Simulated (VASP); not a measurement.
Crystal: CdI2.

```xyz
3
Lattice="4.2470 0.0000 0.0000 -2.1235 3.6780 0.0000 0.0000 0.0000 6.8950" Properties=species:S:1:pos:R:3 pbc="T T T"
Cd    0.0000    0.0000    0.0000
I     0.0000    2.4520    1.7196
I     2.1235    1.2260    5.1755
```

Base run:

| Quantity | Value |
| --- | --- |
| Program | VASP 6.6.1 |
| Functional | PBEsol |
| Potentials or basis | VASP PAW PBE potentials, release 64 (Cd, I) |
| Cutoff | 500 eV |
| k mesh | 6 × 6 × 4 |
| Occupations | gaussian, width 0.01 eV |
| Spin | no spin polarisation |

Its results: band gap on the k mesh 2.29 eV, indirect (least direct gap 2.49 eV); pressure -0.5 GPa; largest force 0.123 eV/Å.

Question: The run is repeated on the same cell with these changes: occupations from gaussian, width 0.01 eV to fermi-dirac, width 0.5 eV. What comes out?

Answer: Band gap on the k mesh 2.32 eV, indirect (least direct gap 2.52 eV); pressure 0.0 GPa; largest force 0.007 eV/Å.

Caveats: the PAW data sets were made with another functional, which shifts forces and pressure a little; spin-orbit coupling is left out, which moves the levels of the heavy elements; this functional lacks dispersion, which binds the layers, so the pressure and a relaxed spacing across them are unreliable.

A k mesh can miss the band edges.
